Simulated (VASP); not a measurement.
## C: single point with LDA

C:

```
C
1.0
     1.74822    1.74822    0.00000
    -1.74822    1.74822    0.00000
     0.00000    1.74822    1.77065
C
2
Direct
  0.50000 0.50000 0.00000
  0.75000 0.25000 0.50000
```

This cell differs from its parent crystal: in-plane strain -0.01, then relaxed in part.

| Quantity | Value |
| --- | --- |
| Program | VASP 6.6.1 |
| Task | single point |
| Functional | LDA |
| Potentials or basis | VASP PAW LDA potentials, release 64 (C) |
| Cutoff | 520 eV |
| k mesh | 12 × 12 × 12 |
| Occupations | gaussian, width 0.01 eV |
| Spin | no spin polarisation |

```
Pressure               : 10.1 GPa
Band gap on the k mesh : 4.07 eV, indirect (least direct gap 5.56 eV)
```

Stress tensor (GPa, compression positive):
```
14.29  0.00  0.00
 0.00 14.29  0.00
 0.00  0.00  1.74
```

Levels at points of the mesh, in eV from the valence-band top:
```tsv
k point	band 1	band 2	band 3	band 4	band 5	band 6	band 7	band 8
(0.00, 0.00, 0.00)	-22.02	-0.20	0.00	0.00	5.56	5.56	5.72	14.58
(0.50, 0.00, 0.00)	-15.90	-13.95	-3.10	-2.86	8.40	8.58	9.65	15.77
(0.50, 0.50, 0.00)	-12.94	-12.94	-6.71	-6.71	4.64	4.64	17.29	17.29
(0.00, 0.00, 0.50)	-13.15	-13.15	-6.51	-6.51	4.95	4.95	17.24	17.24
```

It took 25 s on 1 thread of Intel Xeon 8259CL, on a shared host, peak memory 0.12 GiB.

Caveat: the cell differs from its parent crystal (in-plane strain -0.01, then relaxed in part). A k mesh can miss the band edges.
